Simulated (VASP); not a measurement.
# Rh: single point with r2SCAN

Rh:

```xyz
2
Lattice="3.8493 0.0000 0.0000 0.0000 3.8493 0.0000 -1.9246 0.0000 1.8708" Properties=species:S:1:pos:R:3 pbc="T T T"
Rh    0.0000    0.0000    0.0000
Rh    1.9246    1.9246    0.0000
```

```yaml
Program: VASP 6.6.1
Task: single point
Functional: r2SCAN
Potentials_or_basis: VASP PAW PBE potentials, release 64 (Rh_pv)
Cutoff: 520 eV
k_mesh: 9 × 9 × 18
Occupations: gaussian, width 0.1 eV
Spin: no spin polarisation
```

```
Pressure               : -1.6 GPa
Band gap on the k mesh : zero (bands 15 and 16 overlap by 2.23 eV)
```

Stress tensor (GPa, compression positive):
```
-3.84  0.00  0.00
 0.00 -3.84  0.00
 0.00  0.00  2.95
```

Levels at points of the mesh, in eV from the Fermi level:
| k point | band 11 | band 12 | band 13 | band 14 | band 15 | band 16 | band 17 | band 18 | band 19 | band 20 |
| --- | --- | --- | --- | --- | --- | --- | --- | --- | --- | --- |
| (0.00, 0.00, 0.00) | -3.22 | -2.92 | -1.24 | -0.87 | 0.51 | 0.90 | 1.16 | 3.27 | 12.51 | 13.99 |
| (0.00, 0.00, 0.50) | 0.50 | 0.51 | 0.90 | 1.06 | 1.06 | 1.16 | 3.27 | 3.91 | 12.51 | 13.33 |

Run time: 4.3 min on 1 thread of Intel(R) Xeon(R) 6975P-C (Granite Rapids), on a shared host, peak memory 0.24 GiB.

Caveat: the stress differs along the axes, from -4 to 3 GPa; the PAW data sets were made with another functional, which shifts forces and pressure a little.
